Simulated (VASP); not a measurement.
A run of VASP 6.6.1 is set up as follows.

File INCAR:

```
PREC = Accurate
ENCUT = 520
EDIFF = 1E-6
ISMEAR = -1
SIGMA = 0.1
LREAL = F
LASPH = T
NELM = 60
ALGO = Normal
ISIF = 2
LWAVE = F
LCHARG = T
GGA = PE
LELF = T
LVHAR = T
NBANDS = 16
```

The input KPOINTS:

```
regular mesh
0
Gamma
  8 8 8
```

The input POSCAR:

```
K
1.0
    0.0000000000      3.8643629070      3.8643629070
    3.8643629070      0.0000000000      3.8643629070
    3.8643629070      3.8643629070      0.0000000000
K
2
Direct
   -0.1250000000     -0.1250000000     -0.1250000000
    0.1250000000      0.1250000000      0.1250000000
```

Potentials or basis: VASP PAW PBE potentials, release 64 (K_sv).

Command:

```bash
$ cat potpaw_PBE.64/K_sv/POTCAR > POTCAR
$ mpirun -np 1 vasp_std > vasp.out
```

Q: What does it give for the pressure?

A: 2.3 GPa.

Q: Estimate the band gap on the k mesh.

A: Zero (bands 9 and 10 overlap by 0.69 eV).
